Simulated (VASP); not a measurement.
# Si (P6_3/mmc) in VASP: single point with LDA

Aim: the single point of Si with LDA.

Program: VASP 6.6.1. These are calculated values, not measurements. Logs are shortened: lines on timing, memory, paths and dates and some standing lists are left out, and cuts for length are marked.

### 1 The cell of the first run

The structure is hexagonal, space group P6_3/mmc (No. 194). The conventional cell has a = 3.525 Å, b = 3.525 Å, c = 5.826 Å, α = 90.00°, β = 90.00°, γ = 120.00°. Within 2.9 Å of Si (site symmetry 3m) lie 4 Si at 2.16 to 2.18 Å.

### 2 Single point, LDA (strain -0.080 along x and y, -0.080 along z)

Contents of INCAR:

```
SYSTEM = Si
ALGO = Normal
EDIFF = 1E-7
ENCUT = 520
ISIF = 2
ISMEAR = 0
LASPH = .TRUE.
LCHARG = .TRUE.
LELF = .TRUE.
LREAL = .FALSE.
LVHAR = .TRUE.
LWAVE = .FALSE.
NBANDS = 16
NELM = 80
PREC = Accurate
SIGMA = 0.03
```

Contents of KPOINTS:

```
k-points
0
G
  12 12 6
  0 0 0
```

Contents of POSCAR:

```
Si
1.0
    3.5248120637      0.0000000000      0.0000000000
   -1.7624060319      3.0525767907      0.0000000000
    0.0000000000      0.0000000000      5.8260122402
Si
4
Direct
    0.3333333333      0.6666666667      0.0630095000
    0.6666666667      0.3333333333      0.5630095000
    0.3333333333      0.6666666667      0.4369905000
    0.6666666667      0.3333333333      0.9369905000
```

Potentials or basis: VASP PAW LDA potentials, release 64 (Si).

Run with:

```console
$ cat potpaw_LDA.64/Si/POTCAR > POTCAR
$ mpirun -np 1 vasp_std > vasp.out
```

OUTCAR:

```text
SYSTEM = Si
   EDIFF = 1E-7
   ENCUT = 520
   ISIF = 2
   ISMEAR = 0
   LASPH = .TRUE.
   LREAL = .FALSE.
   NELM = 80
   PREC = Accurate

 ion  position               nearest neighbor table
   1  0.333  0.667  0.063-   4 2.16   4 2.16   4 2.16   3 2.18
   2  0.667  0.333  0.563-   3 2.16   3 2.16   3 2.16   4 2.18
   3  0.333  0.667  0.437-   2 2.16   2 2.16   2 2.16   1 2.18
   4  0.667  0.333  0.937-   1 2.16   1 2.16   1 2.16   2 2.18

  LATTYP: Found a hexagonal cell.
 ALAT       =     3.5248120637
 C/A-ratio  =     1.6528575524

  Lattice vectors:

 A1 = (   3.5248120637,   0.0000000000,   0.0000000000)
 A2 = (  -1.7624060319,   3.0525767907,   0.0000000000)
 A3 = (   0.0000000000,   0.0000000000,   5.8260122402)

Analysis of symmetry for initial positions (statically):
=====================================================================
 Subroutine PRICEL returns:
 Original cell was already a primitive cell.

 Routine SETGRP: Setting up the symmetry group for a
 hexagonal supercell.

 Subroutine GETGRP returns: Found 24 space group operations
 (whereof 12 operations were pure point group operations)
 out of a pool of 24 trial point group operations.

The static configuration has the point symmetry D_3d.
 The point group associated with its full space group is D_6h.

Analysis of symmetry for dynamics (positions and initial velocities):
=====================================================================
 Subroutine PRICEL returns:
 Original cell was already a primitive cell.

 Routine SETGRP: Setting up the symmetry group for a
 hexagonal supercell.

 Subroutine GETGRP returns: Found 24 space group operations
 (whereof 12 operations were pure point group operations)
 out of a pool of 24 trial point group operations.

The dynamic configuration has the point symmetry D_3d.
 The point group associated with its full space group is D_6h.

 Subroutine INISYM returns: Found 24 space group operations
 (whereof 12 operations are pure point group operations),
 and found     1 'primitive' translations

----------------------------------------------------------------------------------------

                                     Primitive cell

  volume of cell :      62.6865

  direct lattice vectors                    reciprocal lattice vectors
     3.524812064  0.000000000  0.000000000     0.283703069  0.163796043  0.000000000
    -1.762406032  3.052576791  0.000000000     0.000000000  0.327592086  0.000000000
     0.000000000  0.000000000  5.826012240     0.000000000  0.000000000  0.171643992

  length of vectors
     3.524812064  3.524812064  5.826012240     0.327592086  0.327592086  0.171643992

  position of ions in fractional coordinates (direct lattice)
     0.333333333  0.666666667  0.063009500
     0.666666667  0.333333333  0.563009500
     0.333333333  0.666666667  0.436990500
     0.666666667  0.333333333  0.936990500

  ion indices of the primitive-cell ions
   primitive index   ion index
                 1           1
                 2           2
                 3           3
                 4           4

----------------------------------------------------------------------------------------

 KPOINTS: k-points

Automatic generation of k-mesh.
 Grid dimensions read from file:
 generate k-points for:   12   12    6

 Generating k-lattice:

  Cartesian coordinates                     Fractional coordinates (reciprocal lattice)
     0.023641922  0.013649670  0.000000000     0.083333333 -0.000000000  0.000000000
     0.000000000  0.027299341  0.000000000     0.000000000  0.083333333  0.000000000
     0.000000000  0.000000000  0.028607332     0.000000000  0.000000000  0.166666667

  Length of vectors
     0.027299341  0.027299341  0.028607332

  Shift w.r.t. Gamma in fractional coordinates (k-lattice)
     0.000000000  0.000000000  0.000000000

 Subroutine IBZKPT returns following result:
 ===========================================

 Found     76 irreducible k-points:

 Following reciprocal coordinates:
            Coordinates               Weight
  0.000000  0.000000  0.000000      1.000000
  0.083333 -0.000000  0.000000      6.000000
  0.166667  0.000000  0.000000      6.000000
  0.250000  0.000000  0.000000      6.000000
  0.333333  0.000000  0.000000      6.000000
  0.416667 -0.000000  0.000000      6.000000
[... 16 lines left out ...]
  0.250000  0.000000  0.166667     12.000000
  0.333333  0.000000  0.166667     12.000000
 [... further k-points ...]
   k-points           NKPTS =     76   k-points in BZ     NKDIM =     76   number of bands    NBANDS=     16
   number of dos      NEDOS =    301   number of ions     NIONS =      4
   total plane-waves  NPLWV =  37632
   dimension x,y,z NGX =    28 NGY =   28 NGZ =   48
   dimension x,y,z NGXF=    56 NGYF=   56 NGZF=   96
   ions per type =               4
   NGX,Y,Z   is equivalent  to a cutoff of  13.21, 13.21, 13.70 a.u.
   NGXF,Y,Z  is equivalent  to a cutoff of  26.41, 26.41, 27.39 a.u.
 SYSTEM =  Si
   PREC   = accura    normal or accurate (medium, high low for compatibility)
   ISTART =      0    job   : 0-new  1-cont  2-samecut
   ICHARG =      2    charge: 1-file 2-atom 10-const
   ISPIN  =      1    spin polarized calculation?
   LNONCOLLINEAR =      F non collinear calculations
   LSORBIT =      F    spin-orbit coupling
   LASPH  =      T    aspherical Exc in radial PAW
   ENCUT  =  520.0 eV  38.22 Ry    6.18 a.u.   6.55  6.55 10.83*2*pi/ulx,y,z
   NELM   =     80;   NELMIN=  2; NELMDL= -5     # of ELM steps
   EDIFF  = 0.1E-06   stopping-criterion for ELM
   LREAL  =      F    real-space projection
   EDIFFG = 0.1E-05   stopping-criterion for IOM
   NSW    =      0    number of steps for IOM
   IBRION =     -1    ionic relax: 0-MD 1-quasi-New 2-CG
   NFREE  =      0    steps in history (QN), initial steepest desc. (CG)
   ISIF   =      2    stress and relaxation
   ISYM   =      2    0-nonsym 1-usesym 2-fastsym
   POTIM  = 0.5000    time-step for ionic-motion
   TEBEG  =    0.0;   TEEND  =   0.0 temperature during run
   PSTRESS=    0.0 pullay stress
   NELECT =      16.0000    total number of electrons
   NUPDOWN=      -1.0000    fix difference up-down
   EMIN   =  10.00;   EMAX   =-10.00  energy-range for DOS
   EFERMI =   0.00;   METHOD = LEGACY
   ISMEAR =     0;   SIGMA  =   0.03  broadening in eV -4-tet -1-fermi 0-gaus
   EFERMI_NEDOS =   21; number of points for ismear=-14 and -15
   IALGO  =     38    algorithm
   IMIX   =      4    mixing-type and parameters
     AMIX     =   0.40;   BMIX     =  1.00
     AMIX_MAG =   1.60;   BMIX_MAG =  1.00
  volume/ion in A,a.u.               =      15.67       105.76
  Fermi-wavevector in a.u.,A,eV,Ry     =   1.038461  1.962407 14.672539  1.078401
  Thomas-Fermi vector in A             =   2.172946
   LORBIT       =      0    0 simple, 1 ext, 2 COOP (PROOUT), +10 PAW based schemes
   GGA     = CA    functional components
   LHFCALC =     F    Hartree Fock is set to
   AEXX    =    0.0000 exact exchange contribution
   IVDW    =     0    specifies the selected vdW correction
   LEPSILON=     F    determine dielectric tensor
   LRPA    =     F    only Hartree local field effects (RPA)
 non-spin polarized calculation
 Gauss-broadening in eV      SIGMA  =   0.03
  energy-cutoff  :      520.00
  volume of cell :       62.69
 maximum number of plane-waves:      1714
 NGX is ok and might be reduce to    28
   NGX = 13   NGY = 13   NGZ = 21

 number of electron      16.0000000 magnetization

 Free energy of the ion-electron system (eV)
  ---------------------------------------------------
  ext. energy  EPLUGINS =         0.00000000
  ---------------------------------------------------
  free energy    TOTEN  =       -22.33757577 eV

  energy without entropy =      -22.33724036  energy(sigma->0) =      -22.33740807

 E-fermi :   8.7232     XC(G=0): -10.5562

 val. band max:        8.6088529666   @ k =   0.5000   0.0000   0.0000
 cond. band min:       8.7255100806   @ k =   0.5000   0.0000   0.1667
 fundamental gap:      0.1166571139
 Fermi energy:         8.7232375384

 k-point     1 :       0.0000    0.0000    0.0000
  band No.  band energies     occupation
      1      -5.2730      2.00000
      2      -2.2868      2.00000
      3       0.1992      2.00000
      4       7.0244      2.00000
      5       7.0244      2.00000
      6       8.4354      2.00000
[... 8 lines left out ...]
     15      14.5478      0.00000
     16      14.5478      0.00000

 k-point     2 :       0.0833   -0.0000    0.0000
  band No.  band energies     occupation
      1      -5.1735      2.00000
      2      -2.1871      2.00000
      3       0.2759      2.00000
      4       6.2296      2.00000
      5       6.7904      2.00000
      6       8.2824      2.00000
[... 8 lines left out ...]
     15      13.9107      0.00000
     16      14.3414      0.00000

 k-point     3 :       0.1667    0.0000    0.0000
  band No.  band energies     occupation
      1      -4.8770      2.00000
      2      -1.8896      2.00000
      3       0.4900      2.00000
      4       4.7582      2.00000
      5       6.2955      2.00000
      6       7.0410      2.00000
[... 8 lines left out ...]
     15      14.1418      0.00000
     16      14.6348      0.00000

 k-point     4 :       0.2500    0.0000    0.0000
  band No.  band energies     occupation
      1      -4.3905      2.00000
      2      -1.4004      2.00000
      3       0.7514      2.00000
      4       3.3271      2.00000
      5       5.5566      2.00000
      6       5.7947      2.00000
[... 8 lines left out ...]
     15      14.7219      0.00000
     16      15.8629      0.00000
[... 324 lines left out ...]
 k-point    22 :       0.1667    0.0000    0.1667
  band No.  band energies     occupation
      1      -4.7671      2.00000
      2      -2.3757      2.00000
      3       1.1635      2.00000
      4       4.8645      2.00000
      5       6.3842      2.00000
      6       6.5430      2.00000
[... 8 lines left out ...]
     15      14.2784      0.00000
     16      14.5254      0.00000

 k-point    23 :       0.2500    0.0000    0.1667
  band No.  band energies     occupation
      1      -4.2812      2.00000
      2      -1.8966      2.00000
      3       1.3833      2.00000
      4       3.4841      2.00000
      5       5.1122      2.00000
      6       5.8848      2.00000
[... 8 lines left out ...]
     15      14.8685      0.00000
     16      15.7715      0.00000

 k-point    24 :       0.3333    0.0000    0.1667
  band No.  band energies     occupation
      1      -3.6242      2.00000
      2      -1.2590      2.00000
      3       1.0405      2.00000
      4       2.9105      2.00000
      5       3.6887      2.00000
      6       5.4904      2.00000
[... 8 lines left out ...]
     15      16.2215      0.00000
     16      16.8926      0.00000

 [... further k-points ...]
[... 5 lines left out ...]
  --------------------------------------------------------------------------------------
  -------------------------------------------------------------------------------------
  Total       13.6726814     13.6726814     13.9006512     -0.0000000      0.0000000      0.0000000
  in kB      349.4542451    349.4542451    355.2808270     -0.0000000      0.0000000      0.0000000
  external PRESSURE =     351.3964390 kB  Pullay stress =       0.0000000 kB

 VOLUME and BASIS-vectors are now :
 -----------------------------------------------------------------------------
  energy-cutoff  :      520.00
  volume of cell :       62.69
      direct lattice vectors                 reciprocal lattice vectors
     3.524812064  0.000000000  0.000000000     0.283703069  0.163796043  0.000000000
    -1.762406032  3.052576791  0.000000000     0.000000000  0.327592086  0.000000000
     0.000000000  0.000000000  5.826012240     0.000000000  0.000000000  0.171643992

 POSITION                                       TOTAL-FORCE (eV/Angst)
 -----------------------------------------------------------------------------------
     -0.00000      2.03505      0.36709         0.000000      0.000000      0.150295
      1.76241      1.01753      3.28010         0.000000     -0.000000      0.150295
     -0.00000      2.03505      2.54591        -0.000000      0.000000     -0.150295
      1.76241      1.01753      5.45892        -0.000000     -0.000000     -0.150295
 -----------------------------------------------------------------------------------
    total drift:                               -0.000000      0.000000     -0.000000

  FREE ENERGIE OF THE ION-ELECTRON SYSTEM (eV)
  ---------------------------------------------------
  free  energy   TOTEN  =       -22.3375757750 eV

  energy  without entropy=      -22.3372403613  energy(sigma->0) =      -22.33740807
```

Wall time 96 s (1 thread of AMD EPYC 7R43 (Zen 3), shared host); peak memory 0.14 GiB.

Results:

```yaml
Free_energy: -22.3376 eV
Pressure: 35.1 GPa
Largest_force: 0.150 eV/Å
Band_gap_on_the_k_mesh: zero (band 8 reaches 8.96 eV, above the bottom of band 9 at 8.60 eV)
```

Forces on the atoms (eV/Å):
```
Si   0.000  0.000  0.150
Si   0.000  0.000  0.150
Si   0.000  0.000 -0.150
Si   0.000  0.000 -0.150
```

Levels at points of the mesh, in eV from the Fermi level:
| k point | band 5 | band 6 | band 7 | band 8 | band 9 | band 10 | band 11 | band 12 |
| --- | --- | --- | --- | --- | --- | --- | --- | --- |
| (0.00, 0.00, 0.00) | -1.70 | -0.29 | 0.24 | 0.24 | 1.80 | 1.95 | 1.95 | 2.61 |
| (0.50, 0.00, 0.00) | -5.73 | -3.87 | -3.66 | -1.56 | -0.11 | 2.65 | 2.80 | 2.96 |
| (0.00, 0.00, 0.50) | -0.97 | -0.97 | -0.97 | -0.97 | 2.55 | 2.55 | 3.03 | 3.03 |
| (0.50, 0.00, 0.50) | -2.87 | -2.87 | -2.78 | -2.78 | 0.87 | 0.87 | 1.27 | 1.27 |

Caveat: the cell differs from its parent crystal (strain -0.080 along x and y, -0.080 along z).
